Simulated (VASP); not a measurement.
Here is a VASP 6.6.1 calculation.

POSCAR

```
ZrPbI6
1.0
    0.0000000000      6.0253569922      6.0253569922
    6.0253569922      0.0000000000      6.0253569922
    6.0253569922      6.0253569922      0.0000000000
Zr Pb I
1 1 6
Direct
    0.5000000000      0.5000000000      0.5000000000
    0.0000000000      0.0000000000      0.0000000000
    0.7365055104      0.2634944896      0.2634944896
    0.2634944896      0.7365055104      0.7365055104
    0.2634944896      0.7365055104      0.2634944896
    0.7365055104      0.2634944896      0.7365055104
    0.2634944896      0.2634944896      0.7365055104
    0.7365055104      0.7365055104      0.2634944896
```

The input INCAR.step1:

```
PREC = Accurate
ENCUT = 520
ISMEAR = -1
SIGMA = 0.03
LREAL = False
LASPH = True
NELM = 60
NBANDS = 44
GGA = PE
ALGO = Normal
EDIFF = 1E-4
LWAVE = True
LCHARG = False
```

Contents of INCAR.step2:

```
PREC = Accurate
ENCUT = 520
EDIFF = 1E-6
ISMEAR = -1
SIGMA = 0.03
LREAL = False
LASPH = True
NELM = 60
ALGO = Normal
ISIF = 2
LWAVE = False
LCHARG = False
METAGGA = R2SCAN
LMIXTAU = True
LUSE_VDW = True
IVDW_NL = 2
BPARAM = 11.95
CPARAM = 0.0093
NBANDS = 44
ISTART = 1
```

The input KPOINTS:

```
Automatic mesh
0
Gamma
  4 4 4
```

Potentials or basis: VASP PAW PBE potentials, release 64 (Zr_sv, Pb_d, I).

The run is started by

```bash
$ cat potpaw_PBE.64/Zr_sv/POTCAR potpaw_PBE.64/Pb_d/POTCAR potpaw_PBE.64/I/POTCAR > POTCAR
$ cp INCAR.step1 INCAR
$ mpirun -np 1 vasp_std > vasp.out
$ cp INCAR.step2 INCAR
$ mpirun -np 1 vasp_std > vasp.out
```

**Question.** Predict the pressure.

**Answer.** 0.0 GPa.

**Question.** Predict the band gap on the k mesh.

**Answer.** 1.88 eV (least direct gap 1.95 eV).

**Question.** Estimate the largest force.

**Answer.** 0.006 eV/Å.

Forces on the atoms (eV/Å):
```
Zr   0.000  0.000  0.000
Pb   0.000  0.000  0.000
I   -0.006  0.000  0.000
I    0.006  0.000  0.000
I    0.000 -0.006  0.000
I    0.000  0.006  0.000
I    0.000  0.000 -0.006
I    0.000  0.000  0.006
```

Caveat: the PAW data sets were made with another functional, which shifts forces and pressure a little; spin-orbit coupling is left out, which moves the levels of the heavy elements. A k mesh can miss the band edges.
